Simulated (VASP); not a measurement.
Si2W: single point with r2SCAN

The system is Si2W.

```
CELL_PARAMETERS angstrom
-1.55497 1.55497 3.80814
1.55497 -1.55497 3.80814
1.55497 1.55497 -3.80814
ATOMIC_POSITIONS crystal
Si 0.33342 0.33342 0.00000
Si 0.66658 0.66658 0.00000
W 0.00000 0.00000 0.00000
```

```json
{
  "Program": "VASP 6.6.1",
  "Task": "single point",
  "Functional": "r2SCAN",
  "Potentials or basis": "VASP PAW PBE potentials, release 64 (Si, W_sv)",
  "Cutoff": "520 eV",
  "k mesh": "18 × 18 × 18",
  "Occupations": "gaussian, width 0.1 eV",
  "Spin": "no spin polarisation"
}
```

```
Pressure               : 25.4 GPa
Largest force          : 0.010 eV/Å
Band gap on the k mesh : zero (bands 11 and 12 overlap by 1.55 eV)
```

Forces on the atoms (eV/Å):
```
Si   0.000  0.000 -0.010
Si   0.000  0.000  0.010
W    0.000  0.000  0.000
```

Stress tensor (GPa, compression positive):
```
25.47  0.00  0.00
 0.00 25.47  0.00
 0.00  0.00 25.13
```

Levels at points of the mesh, in eV from the Fermi level:
| k point | band 7 | band 8 | band 9 | band 10 | band 11 | band 12 | band 13 | band 14 | band 15 | band 16 |
| --- | --- | --- | --- | --- | --- | --- | --- | --- | --- | --- |
| (0.00, 0.00, 0.00) | -3.90 | -3.86 | -3.34 | -3.34 | 0.73 | 2.67 | 3.59 | 3.59 | 3.66 | 5.46 |
| (0.50, 0.00, 0.00) | -6.48 | -5.52 | -3.29 | -3.23 | -0.63 | 3.07 | 3.44 | 4.33 | 5.50 | 5.65 |
| (0.50, 0.50, 0.00) | -6.91 | -5.76 | -5.71 | -3.94 | -1.95 | 3.31 | 3.76 | 3.92 | 4.37 | 4.58 |
| (0.50, 0.50, 0.50) | -4.56 | -3.05 | -0.95 | -0.95 | -0.62 | -0.62 | 0.95 | 5.13 | 6.57 | 6.75 |

It took 43 min on 1 thread of Oxide Virtual Turin-like Processor, with other jobs on the host, peak memory 0.42 GiB.

Caveat: the cell stands under pressure; the PAW data sets were made with another functional, which shifts forces and pressure a little; spin-orbit coupling is left out, which moves the levels of the heavy elements.
